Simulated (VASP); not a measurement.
# LiF (Fm-3m) in VASP: further runs

LiF is run at these levels: PBE; tasks: single point.

All numbers are computed with VASP 6.6.1; they aren't measurements. Logs are shortened: lines on timing, memory, paths and dates and some standing lists are left out, and cuts for length are marked.

## Step 1: The cell of the first run

Symmetry: Fm-3m, No. 225, cubic system. Conventional cell: a = 4.067 Å, b = 4.067 Å, c = 4.067 Å, α = 90.00°, β = 90.00°, γ = 90.00°. Li (site symmetry m-3m) has 6 F at 2.03 Å within 2.7 Å. Within 2.7 Å of F (site symmetry m-3m) lie 6 Li at 2.03 Å.

## Step 2: Single point, PBE

Contents of INCAR:

```
SYSTEM = LiF
  ALGO = Normal
  EDIFF = 1E-6
  ENCUT = 520
  GGA = PE
  ISIF = 2
  ISMEAR = 0
  LASPH = .TRUE.
  LCHARG = .TRUE.
  LELF = .TRUE.
  LREAL = .FALSE.
  LVHAR = .TRUE.
  LWAVE = .FALSE.
  NBANDS = 12
  NELM = 100
  PREC = Accurate
  SIGMA = 0.02
```

Contents of KPOINTS:

```
k-points
0
G
  10 10 10
  0 0 0
```

Contents of POSCAR:

```
LiF
1.0
    0.0000000000      2.0335339348      2.0335339348
    2.0335339348      0.0000000000      2.0335339348
    2.0335339348      2.0335339348      0.0000000000
Li F
1 1
Direct
    0.0000000000      0.0000000000      0.0000000000
    0.5000000000      0.5000000000      0.5000000000
```

Potentials or basis: VASP PAW PBE potentials, release 64 (Li_sv, F).

Run with:

```console
$ cat potpaw_PBE.64/Li_sv/POTCAR potpaw_PBE.64/F/POTCAR > POTCAR
$ mpirun -np 1 vasp_std > vasp.out
```

OUTCAR:

```text
SYSTEM = LiF
   EDIFF = 1E-6
   ENCUT = 520
   GGA = PE
   ISIF = 2
   ISMEAR = 0
   LASPH = .TRUE.
   LREAL = .FALSE.
   NELM = 100
   PREC = Accurate

 ion  position               nearest neighbor table
   1  0.000  0.000  0.000-   2 2.03   2 2.03   2 2.03   2 2.03   2 2.03   2 2.03
   2  0.500  0.500  0.500-   1 2.03   1 2.03   1 2.03   1 2.03   1 2.03   1 2.03

  LATTYP: Found a face centered cubic cell.
 ALAT       =     4.0670678696

  Lattice vectors:

 A1 = (   0.0000000000,   2.0335339348,   2.0335339348)
 A2 = (   2.0335339348,   0.0000000000,   2.0335339348)
 A3 = (   2.0335339348,   2.0335339348,   0.0000000000)

Analysis of symmetry for initial positions (statically):
=====================================================================
 Subroutine PRICEL returns:
 Original cell was already a primitive cell.

 Routine SETGRP: Setting up the symmetry group for a
 face centered cubic supercell.

 Subroutine GETGRP returns: Found 48 space group operations
 (whereof 48 operations were pure point group operations)
 out of a pool of 48 trial point group operations.

The static configuration has the point symmetry O_h .

Analysis of symmetry for dynamics (positions and initial velocities):
=====================================================================
 Subroutine PRICEL returns:
 Original cell was already a primitive cell.

 Routine SETGRP: Setting up the symmetry group for a
 face centered cubic supercell.

 Subroutine GETGRP returns: Found 48 space group operations
 (whereof 48 operations were pure point group operations)
 out of a pool of 48 trial point group operations.

The dynamic configuration has the point symmetry O_h .

 Subroutine INISYM returns: Found 48 space group operations
 (whereof 48 operations are pure point group operations),
 and found     1 'primitive' translations

----------------------------------------------------------------------------------------

                                     Primitive cell

  volume of cell :      16.8184

  direct lattice vectors                    reciprocal lattice vectors
     0.000000000  2.033533935  2.033533935    -0.245877382  0.245877382  0.245877382
     2.033533935  0.000000000  2.033533935     0.245877382 -0.245877382  0.245877382
     2.033533935  2.033533935  0.000000000     0.245877382  0.245877382 -0.245877382

  length of vectors
     2.875851270  2.875851270  2.875851270     0.425872118  0.425872118  0.425872118

  position of ions in fractional coordinates (direct lattice)
[... 91 lines left out ...]
   NUPDOWN=      -1.0000    fix difference up-down
   EMIN   =  10.00;   EMAX   =-10.00  energy-range for DOS
   EFERMI =   0.00;   METHOD = LEGACY
   ISMEAR =     0;   SIGMA  =   0.02  broadening in eV -4-tet -1-fermi 0-gaus
   EFERMI_NEDOS =   21; number of points for ismear=-14 and -15
   IALGO  =     38    algorithm
   IMIX   =      4    mixing-type and parameters
     AMIX     =   0.40;   BMIX     =  1.00
     AMIX_MAG =   1.60;   BMIX_MAG =  1.00
  volume/ion in A,a.u.               =       8.41        56.75
  Fermi-wavevector in a.u.,A,eV,Ry     =   1.376618  2.601431 25.784085  1.895077
  Thomas-Fermi vector in A             =   2.501846
   LORBIT       =      0    0 simple, 1 ext, 2 COOP (PROOUT), +10 PAW based schemes
   GGA     = PE    functional components
   LHFCALC =     F    Hartree Fock is set to
   AEXX    =    0.0000 exact exchange contribution
   IVDW    =     0    specifies the selected vdW correction
   LEPSILON=     F    determine dielectric tensor
   LRPA    =     F    only Hartree local field effects (RPA)
 non-spin polarized calculation
 Gauss-broadening in eV      SIGMA  =   0.02
  energy-cutoff  :      520.00
  volume of cell :       16.82
 maximum number of plane-waves:       465
 NGX is ok and might be reduce to    24
   NGX = 11   NGY = 11   NGZ = 11

 number of electron      10.0000000 magnetization

 number of electron       9.9999992 magnetization

 Free energy of the ion-electron system (eV)
  ---------------------------------------------------
  ext. energy  EPLUGINS =         0.00000000
  ---------------------------------------------------
  free energy    TOTEN  =        -9.64093235 eV

  energy without entropy =       -9.64093235  energy(sigma->0) =       -9.64093235

 E-fermi :  -1.0469     XC(G=0):  -9.8422

 val. band max:       -1.1902551106   @ k =   0.0000   0.0000   0.0000
 cond. band min:       7.6444465472   @ k =   0.0000   0.0000   0.0000
 fundamental gap:      8.8347016578
 Fermi energy:        -1.0468677108

 k-point     1 :       0.0000    0.0000    0.0000
  band No.  band energies     occupation
      1     -42.1780      2.00000
      2     -21.0863      2.00000
      3      -1.1903      2.00000
      4      -1.1903      2.00000
      5      -1.1903      2.00000
      6       7.6444      0.00000
      7      22.3949      0.00000
      8      22.3949      0.00000
      9      22.3949      0.00000
     10      22.8483      0.00000
     11      22.8483      0.00000
     12      22.8483      0.00000
[... 331 lines left out ...]
 k-point    24 :       0.4000    0.3000    0.0000
  band No.  band energies     occupation
      1     -42.1249      2.00000
      2     -20.5886      2.00000
      3      -3.4194      2.00000
      4      -2.0255      2.00000
      5      -1.9183      2.00000
      6      11.6225      0.00000
      7      15.4180      0.00000
      8      17.0414      0.00000
      9      18.6530      0.00000
     10      19.7164      0.00000
     11      32.0708      0.00000
     12      33.2094      0.00000

 [... further k-points ...]

------------------------ aborting loop because EDIFF is reached ----------------------------------------

  FORCE on cell =-STRESS in cart. coord.  units (eV):
  Direction    XX          YY          ZZ          XY          YZ          ZX
  --------------------------------------------------------------------------------------
  -------------------------------------------------------------------------------------
  Total       -0.0435491     -0.0435491     -0.0435491      0.0000000      0.0000000      0.0000000
  in kB       -4.1486343     -4.1486343     -4.1486343      0.0000000      0.0000000      0.0000000
  external PRESSURE =      -4.1486343 kB  Pullay stress =       0.0000000 kB

 VOLUME and BASIS-vectors are now :
 -----------------------------------------------------------------------------
  energy-cutoff  :      520.00
  volume of cell :       16.82
      direct lattice vectors                 reciprocal lattice vectors
     0.000000000  2.033533935  2.033533935    -0.245877382  0.245877382  0.245877382
     2.033533935  0.000000000  2.033533935     0.245877382 -0.245877382  0.245877382
     2.033533935  2.033533935  0.000000000     0.245877382  0.245877382 -0.245877382

 POSITION                                       TOTAL-FORCE (eV/Angst)
 -----------------------------------------------------------------------------------
      0.00000      0.00000      0.00000        -0.000000      0.000000      0.000000
      2.03353      2.03353      2.03353         0.000000     -0.000000      0.000000
 -----------------------------------------------------------------------------------
    total drift:                               -0.000000     -0.000000      0.000000

  FREE ENERGIE OF THE ION-ELECTRON SYSTEM (eV)
  ---------------------------------------------------
  free  energy   TOTEN  =        -9.6409323476 eV

  energy  without entropy=       -9.6409323476  energy(sigma->0) =       -9.64093235
```

stdout:

```text
POSCAR found type information on POSCAR LiF
 POSCAR found :  2 types and       2 ions
 scaLAPACK will be used
 LDA part: xc-table for (Slater+PW92), standard interpolation
 POSCAR, INCAR and KPOINTS ok, starting setup
 FFT: planning ... GRIDC
 FFT: planning ... GRID_SOFT
 FFT: planning ... GRID
 WAVECAR not read
 entering main loop
```

It took 7.5 s on 1 thread of Intel Xeon 6975P-C (Granite Rapids), shared host; peak memory 0.13 GiB.

Results:

```yaml
Free_energy: -9.6409 eV
Band_gap_on_the_k_mesh: 8.83 eV, direct
```

Caveat: the cutoff is under 1.25 times the usual one of these potentials, so pressure, stress and relaxed cells hold a basis-set (Pulay) error. PBE gaps usually lie below the measured ones, often by a third to a half.

## Step 3: Single point, PBE (volume scaled by 1.03)

Contents of INCAR:

```
ALGO = Normal
EDIFF = 1E-6
ENCUT = 520
GGA = PE
ISIF = 2
ISMEAR = 0
LASPH = True
LCHARG = False
LREAL = False
LWAVE = False
NBANDS = 12
NELM = 100
PREC = Accurate
SIGMA = 0.02
```

Contents of KPOINTS:

```
k-points
0
Gamma
  10 10 10
```

Contents of POSCAR:

```
LiF
1.0
    0.0000000000      2.0536692437      2.0536692437
    2.0536692437      0.0000000000      2.0536692437
    2.0536692437      2.0536692437      0.0000000000
Li F
1 1
Direct
    0.0000000000      0.0000000000      0.0000000000
    0.5000000000      0.5000000000      0.5000000000
```

Potentials or basis: VASP PAW PBE potentials, release 64 (Li_sv, F).

Run with:

```console
$ cat potpaw_PBE.64/Li_sv/POTCAR potpaw_PBE.64/F/POTCAR > POTCAR
$ mpirun -np 1 vasp_std > vasp.out
```

It took 5.9 s on 1 thread of Intel Xeon 6975P-C (Granite Rapids), shared host; peak memory 0.13 GiB.

The run converged. Its results:

```
Free energy            : -9.6381 eV
Band gap on the k mesh : 8.59 eV, direct
```

Levels at points of the mesh, in eV from the valence-band top:
```
           k point  band 1  band 2  band 3  band 4  band 5  band 6  band 7  band 8  band 9  band 10
(0.00, 0.00, 0.00)  -41.06  -19.82    0.00    0.00    0.00    8.59   23.20   23.20   23.20    23.75
(0.50, 0.00, 0.00)  -41.02  -19.43   -2.35   -0.21   -0.21   10.47   16.06   18.43   18.43    29.33
(0.50, 0.50, 0.00)  -41.00  -19.20   -2.76   -0.91   -0.91   14.27   16.19   16.75   19.55    19.55
```

Caveat: the cutoff is under 1.25 times the usual one of these potentials, so pressure, stress and relaxed cells hold a basis-set (Pulay) error. A k mesh can miss the band edges.
